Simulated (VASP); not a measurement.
# B2P3 (R-3m) in VASP: further runs, part 2 of 2

VASP 6.6.1. The steps go on from the part before.

## Step 4: Relaxation of cell and atoms, PBE

This run uses another cell than the first one, of 14.56 Å³/atom, 1.131 times its volume.

The input, INCAR:

```
SYSTEM = B2P3
ALGO     = Normal         ! electronic algorithm
EDIFF    = 1E-7           ! SCF threshold, eV
EDIFFG   = -0.04          ! ionic threshold
ENCUT    = 600            ! plane-wave cutoff, eV
GGA      = PE             ! functional
IBRION   = 2              ! ionic algorithm
ISIF     = 3              ! what is computed and relaxed
ISMEAR   = 0              ! smearing method
LASPH    = .True.         ! aspherical terms in the spheres
LCHARG   = .False.        ! write CHGCAR
LREAL    = .False.        ! projectors in reciprocal space
LWAVE    = .False.        ! write WAVECAR
NELM     = 60             ! most SCF steps
NSW      = 90             ! ionic steps
PREC     = Accurate       ! precision mode
SIGMA    = 0.1            ! smearing width, eV
```

The input, KPOINTS:

```
k-points
0
Gamma
  6 6 6
  0 0 0
```

The input, POSCAR:

```
B2P3
1.0
    2.8091851200      1.6218837900      2.6636635800
   -2.8091851200      1.6218837900      2.6636635800
    0.0000000000     -3.2437675700      2.6636635800
B P
2 3
Direct
    0.5000000000      0.5000000000      0.5000000000
    0.0000000000      0.0000000000      0.0000000000
    0.0000000000      0.0000000000      0.5000000000
    0.5000000000      0.0000000000      0.0000000000
    0.0000000000      0.5000000000      0.0000000000
```

Potentials or basis: VASP PAW PBE potentials, release 64 (B, P).

The run is started by

```sh
$ cat potpaw_PBE.64/B/POTCAR potpaw_PBE.64/P/POTCAR > POTCAR
$ mpirun -np 1 vasp_std > vasp.out
```

OUTCAR:

```text
SYSTEM = B2P3
   EDIFF = 1E-7
   EDIFFG = -0.04
   ENCUT = 600
   GGA = PE
   IBRION = 2
   ISIF = 3
   ISMEAR = 0
   LASPH = .True.
   LREAL = .False.
   NELM = 60
   NSW = 90
   PREC = Accurate

 ion  position               nearest neighbor table
   1  0.500  0.500  0.500-
   2  0.000  0.000  0.000-   3 2.10   3 2.10   5 2.10   4 2.10   5 2.10   4 2.10
   3  0.000  0.000  0.500-   2 2.10   2 2.10   4 2.81   5 2.81   5 2.81   4 2.81
   4  0.500  0.000  0.000-   2 2.10   2 2.10   5 2.81   5 2.81   3 2.81   3 2.81
   5  0.000  0.500  0.000-   2 2.10   2 2.10   4 2.81   4 2.81   3 2.81   3 2.81

  LATTYP: Found a trigonal (rhomboedric) cell.
 ALAT       =     4.1972767023
 COS(alpha) =     0.1041082996

  Lattice vectors:

 A1 = (   2.8091851200,   1.6218837900,   2.6636635800)
 A2 = (  -2.8091851200,   1.6218837900,   2.6636635800)
 A3 = (   0.0000000000,  -3.2437675700,   2.6636635800)
[... 510 lines left out ...]
 Fermi energy:         7.8884694997

 k-point     1 :       0.0000    0.0000    0.0000
  band No.  band energies     occupation
      1      -8.8759      2.00000
      2      -1.7950      2.00000
      3      -0.1577      2.00000
      4      -0.1577      2.00000
      5       0.7093      2.00000
      6       0.7093      2.00000
      7       2.0667      2.00000
      8       3.8033      2.00000
      9       4.8693      2.00000
     10       4.8693      2.00000
     11       5.5332      2.00000
     12       8.9424      0.00000
     13      11.1482      0.00000
     14      12.3746      0.00000
[... 377 lines left out ...]
      1      -6.5214      2.00000
      2      -6.0659      2.00000
      3      -3.2162      2.00000
      4      -0.7265      2.00000
      5       0.7333      2.00000
      6       2.7193      2.00000
      7       3.7875      2.00000
      8       5.7681      2.00000
      9       6.1610      2.00000
     10       7.0572      2.00000
     11       7.9169      0.68719
     12       9.2086      0.00000
     13       9.8885      0.00000
     14      10.2709      0.00000

 [... further k-points ...]
[... 5 lines left out ...]
  --------------------------------------------------------------------------------------
  -------------------------------------------------------------------------------------
  Total        0.0681495      0.0681495      0.0023887      0.0000000      0.0000000     -0.0000000
  in kB        1.6997549      1.6997549      0.0595776      0.0000000      0.0000000     -0.0000000
  external PRESSURE =       1.1530291 kB  Pullay stress =       0.0000000 kB
[... 20 lines left out ...]
  FREE ENERGIE OF THE ION-ELECTRON SYSTEM (eV)
  ---------------------------------------------------
  free  energy   TOTEN  =       -23.7303839736 eV

  energy  without entropy=      -23.7149921526  energy(sigma->0) =      -23.72268806

 reached required accuracy - stopping structural energy minimisation
```

It took 4.3 min on 1 thread of Intel Xeon Platinum 8259CL at 2.50GHz (Skylake/Cascade Lake), shared host; peak memory 0.22 GiB.

Results:

| Quantity | Value |
| --- | --- |
| Free energy | -23.7304 eV |
| Relaxed volume | 12.85 Å³/atom |
| Relaxed cell | a = 4.252 Å, b = 4.252 Å, c = 4.252 Å, α = 68.61°, β = 68.61°, γ = 68.61° |
| Space group after relaxing (to 0.05 Å) | R-3m (No. 166) |
| Energy gained by relaxing | 271.6 meV/atom |
| Ionic steps | 9 |
| Pressure after relaxing | 0.1 GPa |

The path:
```tsv
step	energy change (eV)	largest force (eV/Å)	pressure (GPa)	volume (Å³)
1	0.0000	0.0000	-9.14	72.82
2	-0.5890	0.0000	-1.33	64.32
3	-0.6883	0.0000	5.67	60.26
4	-1.0098	0.0000	5.76	60.16
5	-1.2246	0.0000	9.13	59.29
6	-1.2927	0.0000	-4.49	68.06
7	-1.3547	0.0000	0.30	64.26
8	-1.3547	0.0000	0.45	64.16
9	-1.3578	0.0000	0.12	64.24
```

Final structure:
```xyz
5
Lattice="2.3966 1.3837 3.2285 -2.3966 1.3837 3.2285 0.0000 -2.7674 3.2285" Properties=species:S:1:pos:R:3 pbc="T T T"
B     0.0000    0.0000    4.8427
B    -2.3966    1.3837    3.2285
P     2.3966    0.0000    4.8427
P    -1.1983    2.0755    4.8427
P    -1.1983    0.6918    1.6142
```

Levels at points of the mesh, in eV from the Fermi level:
```csv
k point,band 6,band 7,band 8,band 9,band 10,band 11,band 12,band 13,band 14
"(0.00, 0.00, 0.00)",-7.18,-5.82,-4.09,-3.02,-3.02,-2.36,1.05,3.26,4.49
"(0.50, 0.00, 0.00)",-4.86,-4.57,-2.29,-2.14,-2.02,-1.36,-0.61,1.72,2.39
"(0.50, 0.50, 0.00)",-6.18,-1.98,-1.95,-1.69,-1.44,0.03,1.11,1.83,1.96
"(0.50, 0.50, 0.50)",-6.99,-6.99,-5.45,0.67,0.76,0.76,1.51,2.12,2.12
```

## Step 5: Single point, PBE

The input, INCAR:

```
  PREC = Accurate
  ENCUT = 520
  EDIFF = 1E-6
  ISMEAR = 0
  SIGMA = 0.1
  LREAL = False
  LASPH = True
  NELM = 80
  ALGO = Normal
  ISIF = 2
  LWAVE = False
  LCHARG = False
  GGA = PE
  NBANDS = 18
```

The input, KPOINTS:

```
regular mesh
0
Gamma
  12 12 12
```

Edit POSCAR of step 4 so:

```diff
@@ -2,5 +2,5 @@
 1.0
-    2.8091851200      1.6218837900      2.6636635800
-   -2.8091851200      1.6218837900      2.6636635800
-    0.0000000000     -3.2437675700      2.6636635800
+    2.4221052826      1.3984031369      3.1667494315
+   -2.4221052826      1.3984031369      3.1667494315
+    0.0000000000     -2.7968062739      3.1667494315
 B P
```

Potentials or basis: VASP PAW PBE potentials, release 64 (B, P).

The run is started by

```sh
$ cat potpaw_PBE.64/B/POTCAR potpaw_PBE.64/P/POTCAR > POTCAR
$ mpirun -np 1 vasp_std > vasp.out
```

OUTCAR:

```text
PREC = Accurate
   ENCUT = 520
   EDIFF = 1E-6
   ISMEAR = 0
   LREAL = False
   LASPH = True
   NELM = 80
   ISIF = 2
   GGA = PE

 ion  position               nearest neighbor table
   1  0.500  0.500  0.500-   3 2.42   3 2.42   4 2.42   4 2.42   5 2.42   5 2.42
   2  0.000  0.000  0.000-   4 2.11   5 2.11   5 2.11   4 2.11   3 2.11   3 2.11
   3  0.000  0.000  0.500-   2 2.11   2 2.11   1 2.42   1 2.42   4 2.42   5 2.42   5 2.42   4 2.42

   4  0.500  0.000  0.000-   2 2.11   2 2.11   5 2.42   5 2.42   1 2.42   3 2.42   3 2.42   1 2.42

   5  0.000  0.500  0.000-   2 2.11   2 2.11   4 2.42   4 2.42   3 2.42   3 2.42   1 2.42   1 2.42

  LATTYP: Found a trigonal (rhomboedric) cell.
 ALAT       =     4.2249766029
 COS(alpha) =     0.3426942781

  Lattice vectors:

 A1 = (   2.4221052826,   1.3984031369,   3.1667494315)
 A2 = (  -2.4221052826,   1.3984031369,   3.1667494315)
 A3 = (   0.0000000000,  -2.7968062739,   3.1667494315)

Analysis of symmetry for initial positions (statically):
=====================================================================
 Subroutine PRICEL returns:
[... 181 lines left out ...]
 fundamental gap:      0.0012273071
 Fermi energy:         7.7685537384

 k-point     1 :       0.0000    0.0000    0.0000
  band No.  band energies     occupation
      1      -8.7941      2.00000
      2      -1.7088      2.00000
      3      -0.1919      2.00000
      4      -0.1919      2.00000
      5       0.7622      2.00000
      6       0.7622      2.00000
[... 481 lines left out ...]
      5       1.4540      2.00000
      6       3.0647      2.00000
[... 10 lines left out ...]
     17      12.8375      0.00000
     18      13.4710      0.00000

 [... further k-points ...]

------------------------ aborting loop because EDIFF is reached ----------------------------------------

  FORCE on cell =-STRESS in cart. coord.  units (eV):
  Direction    XX          YY          ZZ          XY          YZ          ZX
  --------------------------------------------------------------------------------------
  -------------------------------------------------------------------------------------
  Total       -0.1047446     -0.1047446     -0.0568889      0.0000000      0.0000000      0.0000000
  in kB       -2.6076644     -2.6076644     -1.4162748      0.0000000      0.0000000      0.0000000
  external PRESSURE =      -2.2105345 kB  Pullay stress =       0.0000000 kB

 VOLUME and BASIS-vectors are now :
 -----------------------------------------------------------------------------
  energy-cutoff  :      520.00
  volume of cell :       64.36
      direct lattice vectors                 reciprocal lattice vectors
     2.422105283  1.398403137  3.166749431     0.206431984  0.119183562  0.105260407
    -2.422105283  1.398403137  3.166749431    -0.206431984  0.119183562  0.105260407
     0.000000000 -2.796806274  3.166749431     0.000000000 -0.238367124  0.105260407

 POSITION                                       TOTAL-FORCE (eV/Angst)
 -----------------------------------------------------------------------------------
      0.00000     -0.00000      4.75012         0.000000     -0.000000     -0.000000
      0.00000      0.00000      0.00000        -0.000000     -0.000000      0.000000
      0.00000     -1.39840      1.58337         0.000000     -0.000000     -0.000000
      1.21105      0.69920      1.58337        -0.000000      0.000000     -0.000000
     -1.21105      0.69920      1.58337        -0.000000      0.000000      0.000000
 -----------------------------------------------------------------------------------
    total drift:                               -0.000000      0.000000     -0.000000

  FREE ENERGIE OF THE ION-ELECTRON SYSTEM (eV)
  ---------------------------------------------------
  free  energy   TOTEN  =       -23.6341811506 eV

  energy  without entropy=      -23.6220352152  energy(sigma->0) =      -23.62810818
```

OSZICAR:

```text
N       E                     dE             d eps       ncg     rms          rms(c)
DAV:   1     0.555162568244E+02    0.55516E+02   -0.91745E+03  6804   0.101E+03
DAV:   2    -0.207693174308E+02   -0.76286E+02   -0.73820E+02  9016   0.170E+02
DAV:   3    -0.242564405229E+02   -0.34871E+01   -0.34224E+01  9168   0.337E+01
DAV:   4    -0.242917747399E+02   -0.35334E-01   -0.35246E-01  8994   0.380E+00
DAV:   5    -0.242921984887E+02   -0.42375E-03   -0.42365E-03  9028   0.416E-01    0.110E+01
DAV:   6    -0.236615253557E+02    0.63067E+00   -0.23941E+00  7764   0.734E+00    0.611E+00
DAV:   7    -0.236406253201E+02    0.20900E-01   -0.27363E-01  8626   0.275E+00    0.294E+00
DAV:   8    -0.236339201337E+02    0.67052E-02   -0.25494E-02  8284   0.876E-01    0.607E-01
DAV:   9    -0.236341527326E+02   -0.23260E-03   -0.16478E-03  8806   0.240E-01    0.105E-01
DAV:  10    -0.236341713501E+02   -0.18617E-04   -0.31280E-04  8240   0.897E-02    0.289E-02
DAV:  11    -0.236341793001E+02   -0.79500E-05   -0.35786E-05  8866   0.356E-02    0.155E-02
DAV:  12    -0.236341813643E+02   -0.20642E-05   -0.54550E-06  7756   0.137E-02    0.326E-03
DAV:  13    -0.236341811506E+02    0.21374E-06   -0.10319E-06  4204   0.554E-03
   1 F= -.23634181E+02 E0= -.23628108E+02  d E =-.121459E-01
```

It took 2.2 min on 1 thread of Intel Xeon Platinum 8259CL at 2.50GHz (Skylake/Cascade Lake), shared host; peak memory 0.3 GiB.

What came out:

* Free energy: -23.6342 eV
* Pressure: -0.2 GPa

Levels at points of the mesh, in eV from the Fermi level:
```
           k point  band 7  band 8  band 9  band 10  band 11  band 12  band 13  band 14  band 15  band 16
(0.00, 0.00, 0.00)   -5.73   -3.65   -2.93    -2.93    -2.03     1.16     3.62     4.05     4.05     4.33
(0.50, 0.00, 0.00)   -4.33   -2.29   -2.16    -1.91    -1.25    -0.44     1.83     2.37     3.33     4.61
(0.50, 0.50, 0.00)   -1.90   -1.82   -1.71    -1.30     0.10     1.27     1.86     2.13     3.10     3.24
(0.50, 0.50, 0.50)   -6.75   -5.33    0.85     0.89     0.89     1.72     2.29     2.29     5.27     5.27
```

## Step 6: The runs side by side

| task | cell | k mesh | cutoff (eV) | gap on the mesh (eV) | pressure (GPa) |
| --- | --- | --- | --- | --- | --- |
| single point | a = 4.253 Å, angles 68.7°, 5 atoms | 6 × 6 × 6 | 520 | none | -0.2 |
| single point | a = 4.197 Å, angles 84.0°, 5 atoms | 6 × 6 × 6 | 520 | none | -9.1 |
| relaxation of cell and atoms | relaxed from a = 4.197 Å, angles 84.0°, 5 atoms | 6 × 6 × 6 | 600 | none | 0.1 |
| single point | a = 4.225 Å, angles 70.0°, 5 atoms | 12 × 12 × 12 | 520 | none | -0.2 |

Alike in all rows: level PBE; potentials or basis VASP PAW PBE potentials, release 64 (B, P); no spin polarisation; smearing gaussian 0.1 eV.

Absolute energies hang on the potentials; compare differences alone.
